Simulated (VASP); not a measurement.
Zr4ScO, 6 atoms in the cell. Symmetry: F-43m, No. 216, cubic system. Conventional cell: a = 8.133 Å, b = 8.133 Å, c = 8.133 Å, α = 90.00°, β = 90.00°, γ = 90.00°. Zr (site symmetry 3m) has 6 Zr at 2.80 to 2.95 Å and 3 Sc at 3.36 Å and 3 O at 3.38 Å within 3.7 Å. Sc (site symmetry -43m) has 12 Zr at 3.36 Å and 4 O at 3.52 Å within 4.4 Å. Within 4.4 Å of O (site symmetry -43m) lie 12 Zr at 3.38 Å and 4 Sc at 3.52 Å. 

| Property | Result |
| --- | --- |
| Program | VASP 6.6.1 |
| Task | single point |
| Functional | PBE |
| Potentials or basis | VASP PAW PBE potentials, release 64 (Zr_sv, Sc_sv, O) |
| Cutoff | 600 eV |
| k mesh | 4 × 4 × 4 |
| Occupations | gaussian, width 0.1 eV |
| Spin | no spin polarisation |
| Dipole correction | no |
| Further INCAR settings | ALGO = Normal; EDIFF = 1e-06; NBANDS = 42 |

Potentials or basis: VASP PAW PBE potentials, release 64 (Zr_sv, Sc_sv, O).

Run with:

```bash
$ cat potpaw_PBE.64/Zr_sv/POTCAR potpaw_PBE.64/Sc_sv/POTCAR potpaw_PBE.64/O/POTCAR > POTCAR
$ mpirun -np 1 vasp_std > vasp.out
```

Hardware: 1 thread of Intel Xeon 6975P-C, with other jobs on the host.

**Question.** How long does it take, and how much memory?

**Answer.** Wall time 100 s on 1 thread of Intel Xeon 6975P-C, on a shared host, peak memory 0.34 GiB. Counts: scf iterations 17, k points 8.
